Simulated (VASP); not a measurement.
A run of VASP 6.6.1 is set up as follows.

Contents of INCAR:

```
SYSTEM = CaSe
ALGO = Normal
EDIFF = 1E-7
EDIFFG = -0.005
ENCUT = 600
GGA = CA
IBRION = 2
ISIF = 3
ISMEAR = 0
LASPH = .True.
LCHARG = .False.
LREAL = .False.
LWAVE = .False.
NELM = 80
NSW = 100
PREC = Accurate
SIGMA = 0.02
```

The input KPOINTS:

```
k-points
0
Gamma
  8 8 8
  0 0 0
```

File POSCAR:

```
CaSe
1.0
    0.0000000000      2.9560000000      2.9560000000
    2.9560000000      0.0000000000      2.9560000000
    2.9560000000      2.9560000000      0.0000000000
Ca Se
1 1
Direct
    0.0000000000      0.0000000000      0.0000000000
    0.5000000000      0.5000000000      0.5000000000
```

Potentials or basis: VASP PAW LDA potentials, release 64 (Ca_sv, Se).

Launch:

```bash
$ cat potpaw_LDA.64/Ca_sv/POTCAR potpaw_LDA.64/Se/POTCAR > POTCAR
$ mpirun -np 1 vasp_std > vasp.out
```

(1) What does it give for the space group after relaxing (to 0.05 Å)?

(2) What does it give for the relaxed cell?

(3) What does it give for the band gap on the k mesh?

(4) What does it give for the relaxed volume?

Results:

(1) Fm-3m (No. 225).

(2) a = 4.102 Å, b = 4.102 Å, c = 4.102 Å, α = 60.00°, β = 60.00°, γ = 60.00°.

(3) 1.71 eV, indirect (least direct gap 2.71 eV).

(4) 24.40 Å³/atom.
